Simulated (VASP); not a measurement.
# Gd (P6_3/mmc) in VASP: settings compared, part 2 of 3

VASP 6.6.1.

## 3. Single point, r2SCAN, collinear spin, ferromagnetic start

This run uses another cell than the first one, of 34.43 Å³/atom.

POSCAR

```
Gd
1.0
    3.6838475923      0.0000000000      0.0000000000
   -1.8419237961      3.1903055986      0.0000000000
    0.0000000000      0.0000000000      5.8586955685
Gd
2
Direct
    0.6666666667      0.3333333333      0.7500000000
    0.3333333333      0.6666666667      0.2500000000
```

INCAR.step1

```
SYSTEM = Gd
PREC = Accurate
ENCUT = 520
ISMEAR = -1
SIGMA = 0.05
LREAL = .False.
LASPH = .True.
NELM = 150
ISPIN = 2
MAGMOM = 7 7
LMAXMIX = 6
NBANDS = 29
GGA = PE
ALGO = Normal
EDIFF = 1E-4
LWAVE = .True.
LCHARG = .False.
```

INCAR.step2

```
SYSTEM = Gd
PREC = Accurate
ENCUT = 520
EDIFF = 1E-7
ISMEAR = -1
SIGMA = 0.05
LREAL = .False.
LASPH = .True.
NELM = 150
ALGO = Normal
ISIF = 2
LWAVE = .False.
LCHARG = .True.
ISPIN = 2
MAGMOM = 7 7
LORBIT = 11
LMAXMIX = 6
METAGGA = R2SCAN
LMIXTAU = .True.
LELF = .True.
LVHAR = .True.
NBANDS = 29
ISTART = 1
```

KPOINTS

```
Automatic mesh
0
Gamma
  8 8 5
  0 0 0
```

Potentials or basis: VASP PAW PBE potentials, release 64 (Gd).

Started as:

```
$ cat potpaw_PBE.64/Gd/POTCAR > POTCAR
$ cp INCAR.step1 INCAR
$ mpirun -np 1 vasp_std > vasp.out
$ cp INCAR.step2 INCAR
$ mpirun -np 1 vasp_std > vasp.out
```

OUTCAR:

```text
SYSTEM = Gd
   PREC = Accurate
   ENCUT = 520
   EDIFF = 1E-7
   ISMEAR = -1
   LREAL = .False.
   LASPH = .True.
   NELM = 150
   ISIF = 2
   ISPIN = 2
   LORBIT = 11
   METAGGA = R2SCAN
   ISTART = 1

 ion  position               nearest neighbor table
   1  0.667  0.333  0.750-
   2  0.333  0.667  0.250-

  LATTYP: Found a hexagonal cell.
 ALAT       =     3.6838475923
 C/A-ratio  =     1.5903740374

  Lattice vectors:

 A1 = (   3.6838475923,   0.0000000000,   0.0000000000)
 A2 = (  -1.8419237961,   3.1903055986,   0.0000000000)
 A3 = (   0.0000000000,   0.0000000000,   5.8586955685)

Analysis of symmetry for initial positions (statically):
=====================================================================
 Subroutine PRICEL returns:
 Original cell was already a primitive cell.

 Routine SETGRP: Setting up the symmetry group for a
 hexagonal supercell.

 Subroutine GETGRP returns: Found 24 space group operations
 (whereof 12 operations were pure point group operations)
 out of a pool of 24 trial point group operations.

The static configuration has the point symmetry D_3d.
 The point group associated with its full space group is D_6h.

Analysis of symmetry for dynamics (positions and initial velocities):
=====================================================================
 Subroutine PRICEL returns:
 Original cell was already a primitive cell.

 Routine SETGRP: Setting up the symmetry group for a
 hexagonal supercell.

 Subroutine GETGRP returns: Found 24 space group operations
 (whereof 12 operations were pure point group operations)
 out of a pool of 24 trial point group operations.

The dynamic configuration has the point symmetry D_3d.
 The point group associated with its full space group is D_6h.

Analysis of structural, dynamic, and magnetic symmetry:
=====================================================================
 Subroutine PRICEL returns:
 Original cell was already a primitive cell.

 Routine SETGRP: Setting up the symmetry group for a
 hexagonal supercell.

 Subroutine GETGRP returns: Found 24 space group operations
 (whereof 12 operations were pure point group operations)
 out of a pool of 24 trial point group operations.

The overall configuration has the point symmetry D_3d.
 The point group associated with its full space group is D_6h.

 Subroutine INISYM returns: Found 24 space group operations
 (whereof 12 operations are pure point group operations),
 and found     1 'primitive' translations

----------------------------------------------------------------------------------------

                                     Primitive cell

  volume of cell :      68.8549

  direct lattice vectors                    reciprocal lattice vectors
     3.683847592  0.000000000  0.000000000     0.271455313  0.156724798  0.000000000
    -1.841923796  3.190305599  0.000000000     0.000000000  0.313449596  0.000000000
     0.000000000  0.000000000  5.858695568     0.000000000  0.000000000  0.170686459

  length of vectors
     3.683847592  3.683847592  5.858695568     0.313449596  0.313449596  0.170686459

  position of ions in fractional coordinates (direct lattice)
[... 71 lines left out ...]
   ISTART =      1    job   : 0-new  1-cont  2-samecut
   ICHARG =      0    charge: 1-file 2-atom 10-const
   ISPIN  =      2    spin polarized calculation?
   LNONCOLLINEAR =      F non collinear calculations
   LSORBIT =      F    spin-orbit coupling
   LASPH  =      T    aspherical Exc in radial PAW
   ENCUT  =  520.0 eV  38.22 Ry    6.18 a.u.   6.85  6.85 10.89*2*pi/ulx,y,z
   NELM   =    150;   NELMIN=  2; NELMDL=  0     # of ELM steps
   EDIFF  = 0.1E-06   stopping-criterion for ELM
   LREAL  =      F    real-space projection
   EDIFFG = 0.1E-05   stopping-criterion for IOM
   NSW    =      0    number of steps for IOM
   IBRION =     -1    ionic relax: 0-MD 1-quasi-New 2-CG
   NFREE  =      0    steps in history (QN), initial steepest desc. (CG)
   ISIF   =      2    stress and relaxation
   ISYM   =      2    0-nonsym 1-usesym 2-fastsym
   POTIM  = 0.5000    time-step for ionic-motion
   TEBEG  =    0.0;   TEEND  =   0.0 temperature during run
   PSTRESS=    0.0 pullay stress
   NELECT =      36.0000    total number of electrons
   NUPDOWN=      -1.0000    fix difference up-down
   EMIN   =  10.00;   EMAX   =-10.00  energy-range for DOS
   EFERMI =   0.00;   METHOD = LEGACY
   ISMEAR =    -1;   SIGMA  =   0.05  broadening in eV -4-tet -1-fermi 0-gaus
   EFERMI_NEDOS =   21; number of points for ismear=-14 and -15
   IALGO  =     38    algorithm
   IMIX   =      4    mixing-type and parameters
     AMIX     =   0.40;   BMIX     =  1.00
     AMIX_MAG =   1.60;   BMIX_MAG =  1.00
  volume/ion in A,a.u.               =      34.43       232.33
  Fermi-wavevector in a.u.,A,eV,Ry     =   1.318856  2.492276 23.665717  1.739381
  Thomas-Fermi vector in A             =   2.448796
   LORBIT       =     11    0 simple, 1 ext, 2 COOP (PROOUT), +10 PAW based schemes
   METAGGA = R2SCAN    functional components
   LHFCALC =     F    Hartree Fock is set to
   AEXX    =    0.0000 exact exchange contribution
   IVDW    =     0    specifies the selected vdW correction
   LEPSILON=     F    determine dielectric tensor
   LRPA    =     F    only Hartree local field effects (RPA)
 spin polarized calculation
  energy-cutoff  :      520.00
  volume of cell :       68.85
 maximum number of plane-waves:      1890
 NGX is ok and might be reduce to    28
   NGX = 13   NGY = 13   NGZ = 21

 number of electron      36.0000005 magnetization      15.8783321

 Free energy of the ion-electron system (eV)
  ---------------------------------------------------
  ext. energy  EPLUGINS =         0.00000000
  ---------------------------------------------------
  free energy    TOTEN  =       -82.19178148 eV

  energy without entropy =      -82.18370827  energy(sigma->0) =      -82.18774487

 E-fermi :   2.9310     XC(G=0): -10.4028

 val. band max:        2.8939405723   @ k =   0.1250   0.1250   0.2000
 cond. band min:       2.9817776292   @ k =   0.2500   0.2500   0.4000
 fundamental gap:      0.0878370569
 Fermi energy:         2.9310212793

 spin component 1

 k-point     1 :       0.0000    0.0000    0.0000
  band No.  band energies     occupation
      1     -44.5289      1.00000
      2     -44.4671      1.00000
      3     -21.5389      1.00000
      4     -20.9760      1.00000
      5     -20.9759      1.00000
      6     -20.8811      1.00000
[... 757 lines left out ...]
     28       3.8481      0.00000
     29       4.7992      0.00000

 [... further k-points ...]

 spin component 2

 k-point     1 :       0.0000    0.0000    0.0000
  band No.  band energies     occupation
      1     -40.5928      1.00000
      2     -40.5154      1.00000
      3     -18.8137      1.00000
      4     -18.1276      1.00000
      5     -18.1276      1.00000
      6     -18.0277      1.00000
[... 757 lines left out ...]
     28       5.6007      0.00000
     29       6.2852      0.00000

 [... further k-points ...]

------------------------ aborting loop because EDIFF is reached ----------------------------------------

  FORCE on cell =-STRESS in cart. coord.  units (eV):
  Direction    XX          YY          ZZ          XY          YZ          ZX
  --------------------------------------------------------------------------------------
  -------------------------------------------------------------------------------------
  Total       -0.4647354     -0.4647354      0.0022757     -0.0000000      0.0000000      0.0000000
  in kB      -10.8138775    -10.8138775      0.0529525     -0.0000000      0.0000000      0.0000000
  external PRESSURE =      -7.1916009 kB  Pullay stress =       0.0000000 kB

 VOLUME and BASIS-vectors are now :
 -----------------------------------------------------------------------------
  energy-cutoff  :      520.00
  volume of cell :       68.85
      direct lattice vectors                 reciprocal lattice vectors
     3.683847592  0.000000000  0.000000000     0.271455313  0.156724798  0.000000000
    -1.841923796  3.190305599  0.000000000     0.000000000  0.313449596  0.000000000
     0.000000000  0.000000000  5.858695568     0.000000000  0.000000000  0.170686459

 POSITION                                       TOTAL-FORCE (eV/Angst)
 -----------------------------------------------------------------------------------
      1.84192      1.06344      4.39402         0.000000     -0.000000      0.000000
     -0.00000      2.12687      1.46467         0.000000      0.000000      0.000000
 -----------------------------------------------------------------------------------
    total drift:                               -0.000000      0.000000     -0.000000

  FREE ENERGIE OF THE ION-ELECTRON SYSTEM (eV)
  ---------------------------------------------------
  free  energy   TOTEN  =       -82.1917814804 eV

  energy  without entropy=      -82.1837082694  energy(sigma->0) =      -82.18774487

 total charge

# of ion       s       p       d       f       tot
--------------------------------------------------
    1        2.071   5.607   0.563   6.932  15.173
    2        2.071   5.607   0.563   6.932  15.173
--------------------------------------------------
tot          4.142  11.215   1.125  13.864  30.346

 magnetization (x)

# of ion       s       p       d       f       tot
--------------------------------------------------
    1        0.005  -0.097   0.276   6.898   7.081
    2        0.005  -0.097   0.276   6.898   7.081
--------------------------------------------------
tot          0.009  -0.195   0.551  13.796  14.162
```

It took 29 min on 1 thread of Intel Xeon 8259CL, shared host; peak memory 0.3 GiB.

What came out:

```
Free energy                                           : -82.1918 eV
Pressure                                              : -0.7 GPa
Net moment                                            : 15.88 μB per cell
Site moments                                          : Gd +7.08 μB
Valence electrons inside the program's atomic spheres : Gd 15.17
```

Levels at points of the mesh, in eV from the Fermi level:
Spin up:
| k point | band 24 | band 25 | band 26 | band 27 | band 28 | band 29 |
| --- | --- | --- | --- | --- | --- | --- |
| (0.00, 0.00, 0.00) | -2.96 | 0.45 | 1.12 | 1.12 | 1.31 | 1.73 |
| (0.50, 0.00, 0.00) | -2.04 | -1.53 | -0.61 | 0.66 | 0.89 | 1.62 |
Spin down:
```csv
k point,band 8,band 9,band 10,band 11,band 12,band 13
"(0.00, 0.00, 0.00)",-20.95,-4.11,-1.06,1.07,1.08,1.13
"(0.50, 0.00, 0.00)",-21.03,-1.01,-0.64,-0.61,1.05,1.12
```

Caveat: the PAW data sets were made with another functional, which shifts forces and pressure a little; spin-orbit coupling is left out, which moves the levels of the heavy elements; semilocal functionals describe open f shells poorly, which spoils levels, moments and volumes. The state reached can hang on the start; a lower one may exist.

## 4. Single point, LDA, non-collinear spin, typed start, spin-orbit coupling

This run uses another cell than the first one, of 33.10 Å³/atom.

INCAR

```
SYSTEM = Gd
  ALGO = Normal
  EDIFF = 1E-6
  ENCUT = 520
  GGA = CA
  GGA_COMPAT = .False.
  ISIF = 2
  ISMEAR = -1
  LASPH = .True.
  LCHARG = .True.
  LMAXMIX = 6
  LORBIT = 11
  LORBMOM = .True.
  LREAL = .False.
  LSORBIT = .True.
  LVHAR = .True.
  LWAVE = .False.
  MAGMOM = 4.95 4.95 0 4.95 4.95 0
  NBANDS = 48
  NELM = 150
  PREC = Accurate
  SIGMA = 0.05
```

KPOINTS

```
k-points
0
Gamma
  6 6 4
  0 0 0
```

POSCAR

```
Gd
1.0
    3.6360000000      0.0000000000      0.0000000000
   -1.8180000000      3.1488683682      0.0000000000
    0.0000000000      0.0000000000      5.7826000000
Gd
2
Direct
    0.6666666667      0.3333333333      0.7500000000
    0.3333333333      0.6666666667      0.2500000000
```

Potentials or basis: VASP PAW PBE potentials, release 64 (Gd).

Started as:

```
$ cat potpaw_PBE.64/Gd/POTCAR > POTCAR
$ mpirun -np 1 vasp_ncl > vasp.out
```

OUTCAR:

```text
SYSTEM = Gd
   EDIFF = 1E-6
   ENCUT = 520
   GGA = CA
   ISIF = 2
   ISMEAR = -1
   LASPH = .True.
   LORBIT = 11
   LREAL = .False.
   LSORBIT = .True.
   NELM = 150
   PREC = Accurate

 ion  position               nearest neighbor table
   1  0.667  0.333  0.750-
   2  0.333  0.667  0.250-

  LATTYP: Found a hexagonal cell.
 ALAT       =     3.6360000000
 C/A-ratio  =     1.5903740374

  Lattice vectors:

 A1 = (   3.6360000000,   0.0000000000,   0.0000000000)
 A2 = (  -1.8180000000,   3.1488683682,   0.0000000000)
 A3 = (   0.0000000000,   0.0000000000,   5.7826000000)

Analysis of symmetry for initial positions (statically):
=====================================================================
 Subroutine PRICEL returns:
 Original cell was already a primitive cell.

 Routine SETGRP: Setting up the symmetry group for a
 hexagonal supercell.

 Subroutine GETGRP returns: Found 24 space group operations
 (whereof 12 operations were pure point group operations)
 out of a pool of 24 trial point group operations.

The static configuration has the point symmetry D_3d.
 The point group associated with its full space group is D_6h.

Analysis of symmetry for dynamics (positions and initial velocities):
=====================================================================
 Subroutine PRICEL returns:
 Original cell was already a primitive cell.

 Routine SETGRP: Setting up the symmetry group for a
 hexagonal supercell.

 Subroutine GETGRP returns: Found 24 space group operations
 (whereof 12 operations were pure point group operations)
 out of a pool of 24 trial point group operations.

The dynamic configuration has the point symmetry D_3d.
 The point group associated with its full space group is D_6h.

[... 1437 lines left out ...]
 ------------------------------------------------
  1        -0.005  -0.012   0.144   0.128
  2        -0.005  -0.012   0.144   0.128
 ------------------------------------------------
           -0.010  -0.024   0.289   0.255

 orbital moment (z)

 # of ion     p       d       f       tot
 ------------------------------------------------
  1        -0.000  -0.000   0.000   0.000
  2        -0.000  -0.000   0.000   0.000
 ------------------------------------------------
           -0.000  -0.000   0.001   0.001

 Spin-Orbit-Coupling matrix elements

 Ion:    1  E_soc:     -1.2988357
 l=   1
     0.0000000    -0.1664540    -0.1662367
    -0.1664540     0.0000000    -0.1664541
    -0.1662367    -0.1664541     0.0000000
 l=   2
     0.0000000    -0.0003431     0.0000000    -0.0003492    -0.0013991
    -0.0003431     0.0000000    -0.0009513    -0.0003082    -0.0003432
     0.0000000    -0.0009513     0.0000000    -0.0009514     0.0000000
    -0.0003492    -0.0003082    -0.0009514     0.0000000    -0.0003494
    -0.0013991    -0.0003432     0.0000000    -0.0003494     0.0000000
 l=   3
     0.0000000    -0.0043130     0.0000000     0.0000000     0.0000000    -0.0042898    -0.0424302
    -0.0043130     0.0000000    -0.0070916     0.0000000    -0.0070725    -0.0187743    -0.0040819
     0.0000000    -0.0070916     0.0000000    -0.0173221    -0.0047089    -0.0068598     0.0000000
     0.0000000     0.0000000    -0.0173221     0.0000000    -0.0173682     0.0000000     0.0000000
     0.0000000    -0.0070725    -0.0047089    -0.0173682     0.0000000    -0.0068813     0.0000000
    -0.0042898    -0.0187743    -0.0068598     0.0000000    -0.0068813     0.0000000    -0.0040844
    -0.0424302    -0.0040819     0.0000000     0.0000000     0.0000000    -0.0040844     0.0000000

 Ion:    2  E_soc:     -1.2988357
 l=   1
     0.0000000    -0.1664540    -0.1662367
    -0.1664540     0.0000000    -0.1664541
    -0.1662367    -0.1664541     0.0000000
 l=   2
     0.0000000    -0.0003431     0.0000000    -0.0003492    -0.0013991
    -0.0003431     0.0000000    -0.0009513    -0.0003082    -0.0003432
     0.0000000    -0.0009513     0.0000000    -0.0009514     0.0000000
    -0.0003492    -0.0003082    -0.0009514     0.0000000    -0.0003494
    -0.0013991    -0.0003432     0.0000000    -0.0003494     0.0000000
 l=   3
     0.0000000    -0.0043130     0.0000000     0.0000000     0.0000000    -0.0042898    -0.0424302
    -0.0043130     0.0000000    -0.0070916     0.0000000    -0.0070725    -0.0187743    -0.0040819
     0.0000000    -0.0070916     0.0000000    -0.0173221    -0.0047089    -0.0068598     0.0000000
     0.0000000     0.0000000    -0.0173221     0.0000000    -0.0173682     0.0000000     0.0000000
     0.0000000    -0.0070725    -0.0047089    -0.0173682     0.0000000    -0.0068813     0.0000000
    -0.0042898    -0.0187743    -0.0068598     0.0000000    -0.0068813     0.0000000    -0.0040844
    -0.0424302    -0.0040819     0.0000000     0.0000000     0.0000000    -0.0040844     0.0000000

 total charge

# of ion       s       p       d       f       tot
--------------------------------------------------
    1        2.072   5.548   0.563   7.040  15.222
    2        2.072   5.548   0.563   7.040  15.222
--------------------------------------------------
tot          4.143  11.095   1.125  14.081  30.444

 magnetization (x)

# of ion       s       p       d       f       tot
--------------------------------------------------
    1        0.003  -0.024   0.125   4.735   4.839
    2        0.003  -0.024   0.125   4.735   4.839
--------------------------------------------------
tot          0.006  -0.047   0.249   9.470   9.679

 magnetization (y)

# of ion       s       p       d       f       tot
--------------------------------------------------
    1        0.003  -0.024   0.124   4.725   4.829
    2        0.003  -0.024   0.124   4.725   4.829
--------------------------------------------------
tot          0.006  -0.047   0.249   9.450   9.658

 magnetization (z)

# of ion       s       p       d       f       tot
--------------------------------------------------
    1        0.000  -0.000   0.000   0.013   0.013
    2        0.000  -0.000   0.000   0.013   0.013
--------------------------------------------------
tot          0.000  -0.000   0.001   0.025   0.026
```

OSZICAR:

```text
N       E                     dE             d eps       ncg     rms          rms(c)
DAV:   1     0.416618269764E+03    0.41662E+03   -0.95438E+03  9440   0.717E+03
DAV:   2     0.150725680439E+03   -0.26589E+03   -0.22802E+03 11752   0.939E+02
[... 25 lines left out ...]
DAV:  28    -0.245588753348E+02    0.15782E-04   -0.30835E-04 14592   0.254E-01    0.248E-01
DAV:  29    -0.245588096928E+02    0.65642E-04   -0.17377E-04 12784   0.246E-01    0.174E-01
DAV:  30    -0.245587991733E+02    0.10519E-04   -0.10931E-04 14336   0.139E-01    0.105E-01
DAV:  31    -0.245588017941E+02   -0.26208E-05   -0.44751E-05 12736   0.663E-02    0.692E-02
DAV:  32    -0.245588035013E+02   -0.17072E-05   -0.15382E-05 12144   0.414E-02    0.676E-02
DAV:  33    -0.245588037549E+02   -0.25363E-06   -0.65195E-06  9480   0.304E-02
   1 F= -.24558804E+02 E0= -.24532215E+02  d E =-.531782E-01  mag=    10.3752    10.3533     0.0276
```

Wall time 29 min (1 thread of Intel Xeon Platinum 8259CL at 2.50GHz (Skylake/Cascade Lake), shared host); peak memory 0.52 GiB.

Results:

- Free energy: -24.5588 eV
- Pressure: -3.9 GPa
- Net moment: 14.65 μB per cell
- Valence electrons inside the program's atomic spheres: Gd 15.22

Moments on the atoms (μB; x, y, z):
```
Gd  4.84 4.83 0.01
Gd  4.84 4.83 0.01
```

Caveat: the cell stands under tension; the PAW data sets were made with another functional, which shifts forces and pressure a little; semilocal functionals describe open f shells poorly, which spoils levels, moments and volumes.

(Part 2 of 3 ends here.)
